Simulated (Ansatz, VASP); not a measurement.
SiC in VASP and in Ansatz

```xyz
8
Lattice="3.0551 0.0000 0.0000 -1.5275 2.6458 0.0000 0.0000 0.0000 10.0031" Properties=species:S:1:pos:R:3 pbc="T T T"
Si    0.0000    0.0000    1.8795
Si    0.0000    0.0000    6.8810
Si    0.0000    1.7638    4.3798
Si    1.5275    0.8819    9.3813
C     0.0000    0.0000    0.0046
C     0.0000    0.0000    5.0061
C     0.0000    1.7638    2.4988
C     1.5275    0.8819    7.5003
```

Alike in both runs: task single point; functional revPBE; dispersion D3(BJ); k mesh 10 × 10 × 3; occupations fermi-dirac, width 0.05 eV; no spin polarisation.

|  | VASP | Ansatz |
| --- | --- | --- |
| version | VASP 6.6.1 | Ansatz 0.2.0 |
| potentials or method | VASP PAW PBE potentials, release 64 (Si, C) | Ansatz PAW |
| plane-wave cutoff (eV) | 520 | 420 |
| valence electrons in the cell | 32 | 32 |

Ansatz gave:

| Item | Value |
| --- | --- |
| gap on the k mesh at the Fermi level (eV) | 2.24 |
| least direct gap on the mesh (eV) | 3.37 |
| pressure (GPa) | 1.4 |
| traceless stress, the component that is largest in VASP (GPa) | -0.11 |
| rms of the force components (eV/Å) | 0.006 |

Q: Estimate VASP's values.

A: gap on the k mesh at the Fermi level (eV): 2.23; least direct gap on the mesh (eV): 3.36; pressure (GPa): 1.0; traceless stress, the component that is largest in VASP (GPa): -0.11; rms of the force components (eV/Å): 0.005.

VASP's potentials were made for PBE, not for revPBE. Atom by atom the forces differ by 0.000 eV/Å (rms over components).

Noted on Ansatz's run: odd divisions of the mesh miss points on the zone boundary, where band edges often lie, so the gap on the mesh can be too wide.
